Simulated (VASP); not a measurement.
Input of a VASP 6.6.1 run:

The input INCAR:

```
PREC = Accurate ; ENCUT = 500
EDIFF = 1E-6 ; ISMEAR = -1
SIGMA = 0.05 ; LREAL = False
LASPH = True ; NELM = 120
ALGO = Normal ; ISIF = 2
LWAVE = False ; LCHARG = False
GGA = CA ; NBANDS = 10
GGA_COMPAT = False
```

The input KPOINTS:

```
Automatic mesh
0
Gamma
  7 7 7
```

POSCAR

```
Rb
1.0
    0.0000000000      3.5906910089      3.5906910089
    3.5906910089      0.0000000000      3.5906910089
    3.5906910089      3.5906910089      0.0000000000
Rb
1
Direct
    0.0000000000      0.0000000000      0.0000000000
```

Potentials or basis: VASP PAW LDA potentials, release 64 (Rb_sv).

Command:

```console
$ cat potpaw_LDA.64/Rb_sv/POTCAR > POTCAR
$ mpirun -np 1 vasp_std > vasp.out
```

Question: Estimate the pressure.

Answer: -0.5 GPa.

Question: What does it give for the band gap on the k mesh?

Answer: Zero (an odd number of electrons rules out a gap without spin polarisation).
